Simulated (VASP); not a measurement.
Input of a VASP 6.6.1 run:

The input INCAR:

```
SYSTEM = CsI
  PREC = Accurate
  ENCUT = 500
  EDIFF = 1E-6
  ISMEAR = 1
  SIGMA = 0.1
  LREAL = .False.
  LASPH = .True.
  NELM = 120
  ALGO = Normal
  ISIF = 2
  LWAVE = .False.
  LCHARG = .False.
  GGA = PE
  NBANDS = 15
  GGA_COMPAT = .False.
```

The input KPOINTS:

```
Automatic mesh
0
Gamma
  3 3 3
  0 0 0
```

POSCAR

```
CsI
1.0
    4.5667000000      0.0000000000      0.0000000000
    0.0000000000      4.5667000000      0.0000000000
    0.0000000000      0.0000000000      4.5667000000
Cs I
1 1
Direct
    0.0000000000      0.0000000000      0.0000000000
    0.5000000000      0.5000000000      0.5000000000
```

Potentials or basis: VASP PAW PBE potentials, release 64 (Cs_sv, I).

Run with:

```sh
$ cat potpaw_PBE.64/Cs_sv/POTCAR potpaw_PBE.64/I/POTCAR > POTCAR
$ mpirun -np 1 vasp_std > vasp.out
```

(1) Predict the pressure.

(2) Predict the band gap on the k mesh.

## Answers

(1) 0.9 GPa.

(2) 3.96 eV.

Caveat: the k points lie up to 0.46 Å⁻¹ apart; spin-orbit coupling is left out, which moves the levels of the heavy elements.
